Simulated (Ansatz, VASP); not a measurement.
# Zn: VASP beside Ansatz

Contents of INCAR:

```
SYSTEM = Zn
PREC = Accurate
ENCUT = 500
EDIFF = 1E-6
ISMEAR = 0
SIGMA = 0.1
LREAL = .FALSE.
LASPH = .TRUE.
NELM = 120
ALGO = Normal
ISIF = 2
LWAVE = .FALSE.
LCHARG = .FALSE.
GGA = PS
NBANDS = 19
GGA_COMPAT = .FALSE.
```

The input KPOINTS:

```
regular mesh
0
G
  18 18 8
  0 0 0
```

Contents of POSCAR:

```
Zn
1.0
    2.6333228696      0.0000000000      0.0000000000
   -1.3166614348      2.2805245014      0.0000000000
    0.0000000000      0.0000000000      5.1082439737
Zn
2
Direct
    0.3333333333      0.6666666667      0.2500000000
    0.6666666667      0.3333333333      0.7500000000
```

Input for Ansatz:

```yaml
crystal:
  lattice:
    - [2.6333228696, 0.0, 0.0]
    - [-1.3166614348, 2.2805245014, 0.0]
    - [0.0, 0.0, 5.1082439737]
  atoms:
    - { symbol: Zn, position: [0.3333333333, 0.6666666667, 0.25] }
    - { symbol: Zn, position: [0.6666666667, 0.3333333333, 0.75] }
basis:
  ecutwfc: 420
kpoints:
  mp_grid: { grid: [18, 18, 8] }
hamiltonian:
  xc: pbesol
scf:
  occupations: { method: gaussian, width: 0.1 }
  n_extra_bands: 4
  algorithm: direct_min
output:
  forces: true
  eigenvalues: true
  stress: true
```

Alike in both runs: task single point; functional PBEsol; k mesh 18 × 18 × 8; occupations gaussian, width 0.1 eV; no spin polarisation.

```csv
,VASP,Ansatz
version,VASP 6.6.1,Ansatz 0.2.0
potentials or method,"VASP PAW PBE potentials, release 64 (Zn), cutoff 500 eV","scalar-relativistic, plane waves, PAW"
valence electrons in the cell,24,24
```

VASP gave:

* gap on the k mesh at the Fermi level (eV): none
* pressure (GPa): -4.6
* traceless stress, the component that is largest in VASP (GPa): 0.70

**Question.** Estimate Ansatz's values.

**Answer.** gap on the k mesh at the Fermi level (eV): none; pressure (GPa): -5.0; traceless stress, the component that is largest in VASP (GPa): 0.87.

VASP's potentials were made for PBE, not for PBEsol. A gap of «none» marks a metal or a gap that the smearing closes. With one functional, cell and mesh, what is left measures potentials, basis and numerics.
